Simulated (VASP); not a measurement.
# ZnSe (NiAs type) (P6_3/mmc) in VASP: single point with PBE

Aim: the single point of ZnSe (NiAs type) with PBE.

Everything below comes from runs of VASP 6.6.1. Logs are shortened: lines on timing, memory, paths and dates and some standing lists are left out, and cuts for length are marked.

### 1 The cell of the first run

Symmetry: P6_3/mmc, No. 194, hexagonal system. The conventional cell has a = 3.620 Å, b = 3.620 Å, c = 5.918 Å, α = 90.00°, β = 90.00°, γ = 120.00°. Zn (site symmetry -3m) has 6 Se at 2.56 Å and 2 Zn at 2.96 Å within 3.4 Å. Within 3.4 Å of Se (site symmetry -6m2) lie 6 Zn at 2.56 Å.

### 2 Single point, PBE

The input, INCAR:

```
  PREC = Accurate
  ENCUT = 520
  EDIFF = 1E-6
  ISMEAR = -1
  SIGMA = 0.05
  LREAL = F
  LASPH = T
  NELM = 80
  ALGO = Normal
  ISIF = 2
  LWAVE = F
  LCHARG = T
  GGA = PE
  LELF = T
  LVHAR = T
  NBANDS = 26
```

The input, KPOINTS:

```
Automatic mesh
0
Gamma
  11 11 6
```

The input, POSCAR:

```
ZnSe
1.0
    3.6198723925      0.0000000000      0.0000000000
   -1.8099361963      3.1349014504      0.0000000000
    0.0000000000      0.0000000000      5.9178688636
Zn Se
2 2
Direct
    0.0000000000      0.0000000000      0.0000000000
    0.0000000000      0.0000000000      0.5000000000
    0.3333333333      0.6666666667      0.2500000000
    0.6666666667      0.3333333333      0.7500000000
```

Potentials or basis: VASP PAW PBE potentials, release 64 (Zn, Se).

Command:

```console
cat potpaw_PBE.64/Zn/POTCAR potpaw_PBE.64/Se/POTCAR > POTCAR
mpirun -np 1 vasp_std > vasp.out
```

OUTCAR:

```text
PREC = Accurate
   ENCUT = 520
   EDIFF = 1E-6
   ISMEAR = -1
   LREAL = F
   LASPH = T
   NELM = 80
   ISIF = 2
   GGA = PE

 ion  position               nearest neighbor table
   1  0.000  0.000  0.000-   3 2.56   4 2.56   4 2.56   3 2.56   4 2.56   3 2.56   2 2.96   2 2.96

   2  0.000  0.000  0.500-   3 2.56   4 2.56   4 2.56   3 2.56   4 2.56   3 2.56   1 2.96   1 2.96

   3  0.333  0.667  0.250-   1 2.56   2 2.56   1 2.56   2 2.56   1 2.56   2 2.56
   4  0.667  0.333  0.750-   1 2.56   2 2.56   1 2.56   2 2.56   1 2.56   2 2.56

  LATTYP: Found a hexagonal cell.
 ALAT       =     3.6198723925
 C/A-ratio  =     1.6348280331

  Lattice vectors:

 A1 = (   3.6198723925,   0.0000000000,   0.0000000000)
 A2 = (  -1.8099361963,   3.1349014504,   0.0000000000)
 A3 = (   0.0000000000,   0.0000000000,   5.9178688636)

Analysis of symmetry for initial positions (statically):
=====================================================================
 Subroutine PRICEL returns:
 Original cell was already a primitive cell.

 Routine SETGRP: Setting up the symmetry group for a
 hexagonal supercell.

 Subroutine GETGRP returns: Found 24 space group operations
 (whereof 12 operations were pure point group operations)
 out of a pool of 24 trial point group operations.

The static configuration has the point symmetry D_3d.
 The point group associated with its full space group is D_6h.

Analysis of symmetry for dynamics (positions and initial velocities):
=====================================================================
 Subroutine PRICEL returns:
 Original cell was already a primitive cell.

 Routine SETGRP: Setting up the symmetry group for a
 hexagonal supercell.

 Subroutine GETGRP returns: Found 24 space group operations
 (whereof 12 operations were pure point group operations)
 out of a pool of 24 trial point group operations.

The dynamic configuration has the point symmetry D_3d.
 The point group associated with its full space group is D_6h.

 Subroutine INISYM returns: Found 24 space group operations
 (whereof 12 operations are pure point group operations),
 and found     1 'primitive' translations

----------------------------------------------------------------------------------------

                                     Primitive cell

  volume of cell :      67.1556

  direct lattice vectors                    reciprocal lattice vectors
     3.619872393  0.000000000  0.000000000     0.276252832  0.159494647  0.000000000
    -1.809936196  3.134901450  0.000000000     0.000000000  0.318989294  0.000000000
[... 90 lines left out ...]
   LREAL  =      F    real-space projection
   EDIFFG = 0.1E-04   stopping-criterion for IOM
   NSW    =      0    number of steps for IOM
   IBRION =     -1    ionic relax: 0-MD 1-quasi-New 2-CG
   NFREE  =      0    steps in history (QN), initial steepest desc. (CG)
   ISIF   =      2    stress and relaxation
   ISYM   =      2    0-nonsym 1-usesym 2-fastsym
   POTIM  = 0.5000    time-step for ionic-motion
   TEBEG  =    0.0;   TEEND  =   0.0 temperature during run
   PSTRESS=    0.0 pullay stress
   NELECT =      36.0000    total number of electrons
   NUPDOWN=      -1.0000    fix difference up-down
   EMIN   =  10.00;   EMAX   =-10.00  energy-range for DOS
   EFERMI =   0.00;   METHOD = LEGACY
   ISMEAR =    -1;   SIGMA  =   0.05  broadening in eV -4-tet -1-fermi 0-gaus
   EFERMI_NEDOS =   21; number of points for ismear=-14 and -15
   IALGO  =     38    algorithm
   IMIX   =      4    mixing-type and parameters
     AMIX     =   0.40;   BMIX     =  1.00
     AMIX_MAG =   1.60;   BMIX_MAG =  1.00
  volume/ion in A,a.u.               =      16.79       113.30
  Fermi-wavevector in a.u.,A,eV,Ry     =   1.329887  2.513123 24.063267  1.768600
  Thomas-Fermi vector in A             =   2.459016
   LORBIT       =      0    0 simple, 1 ext, 2 COOP (PROOUT), +10 PAW based schemes
   GGA     = PE    functional components
   LHFCALC =     F    Hartree Fock is set to
   AEXX    =    0.0000 exact exchange contribution
   IVDW    =     0    specifies the selected vdW correction
   LEPSILON=     F    determine dielectric tensor
   LRPA    =     F    only Hartree local field effects (RPA)
 non-spin polarized calculation
  energy-cutoff  :      520.00
  volume of cell :       67.16
 maximum number of plane-waves:      1834
 NGX is ok and might be reduce to    28
   NGX = 13   NGY = 13   NGZ = 23

 number of electron      36.0000010 magnetization

 Free energy of the ion-electron system (eV)
  ---------------------------------------------------
  ext. energy  EPLUGINS =         0.00000000
  ---------------------------------------------------
  free energy    TOTEN  =       -10.32524459 eV

  energy without entropy =      -10.32144796  energy(sigma->0) =      -10.32334628

 E-fermi :   4.6276     XC(G=0): -11.0762

 val. band max:        4.5980932863   @ k =   0.2727  -0.0000   0.0000
 cond. band min:       4.6437341303   @ k =   0.1818  -0.0000   0.0000
 fundamental gap:      0.0456408441
 Fermi energy:         4.6276375229

 k-point     1 :       0.0000    0.0000    0.0000
  band No.  band energies     occupation
      1     -10.3719      2.00000
      2      -8.5509      2.00000
      3      -3.4229      2.00000
      4      -2.8095      2.00000
      5      -2.8095      2.00000
      6      -2.7004      2.00000
[... 685 lines left out ...]
     25      12.7842      0.00000
     26      13.3762      0.00000

 [... further k-points ...]

------------------------ aborting loop because EDIFF is reached ----------------------------------------

  FORCE on cell =-STRESS in cart. coord.  units (eV):
  Direction    XX          YY          ZZ          XY          YZ          ZX
  --------------------------------------------------------------------------------------
  -------------------------------------------------------------------------------------
  Total        6.4582720      6.4582720      6.4578194     -0.0000000      0.0000000      0.0000000
  in kB      154.0793437    154.0793438    154.0685473     -0.0000000      0.0000000      0.0000000
  external PRESSURE =     154.0757449 kB  Pullay stress =       0.0000000 kB

 VOLUME and BASIS-vectors are now :
 -----------------------------------------------------------------------------
  energy-cutoff  :      520.00
  volume of cell :       67.16
      direct lattice vectors                 reciprocal lattice vectors
     3.619872393  0.000000000  0.000000000     0.276252832  0.159494647  0.000000000
    -1.809936196  3.134901450  0.000000000     0.000000000  0.318989294  0.000000000
     0.000000000  0.000000000  5.917868864     0.000000000  0.000000000  0.168979750

 POSITION                                       TOTAL-FORCE (eV/Angst)
 -----------------------------------------------------------------------------------
      0.00000      0.00000      0.00000        -0.000000     -0.000000      0.000000
      0.00000      0.00000      2.95893        -0.000000     -0.000000      0.000000
     -0.00000      2.08993      1.47947         0.000000      0.000000     -0.000000
      1.80994      1.04497      4.43840        -0.000000      0.000000     -0.000000
 -----------------------------------------------------------------------------------
    total drift:                               -0.000000      0.000000      0.000000

  FREE ENERGIE OF THE ION-ELECTRON SYSTEM (eV)
  ---------------------------------------------------
  free  energy   TOTEN  =       -10.3252445950 eV

  energy  without entropy=      -10.3214479624  energy(sigma->0) =      -10.32334628
```

stdout:

```text
POSCAR found type information on POSCAR ZnSe
 POSCAR found :  2 types and       4 ions
 scaLAPACK will be used
 LDA part: xc-table for (Slater+PW92), standard interpolation
 POSCAR, INCAR and KPOINTS ok, starting setup
 FFT: planning ... GRIDC
 FFT: planning ... GRID_SOFT
 FFT: planning ... GRID
 WAVECAR not read
 entering main loop
```

Wall time 42 s (1 thread of Intel Xeon 6975P-C (Granite Rapids), shared host); peak memory 0.24 GiB.

Results:

```yaml
Free_energy: -10.3252 eV
Pressure: 15.4 GPa
Band_gap_on_the_k_mesh: zero (band 18 reaches 4.64 eV, above the bottom of band 19 at 4.23 eV)
```
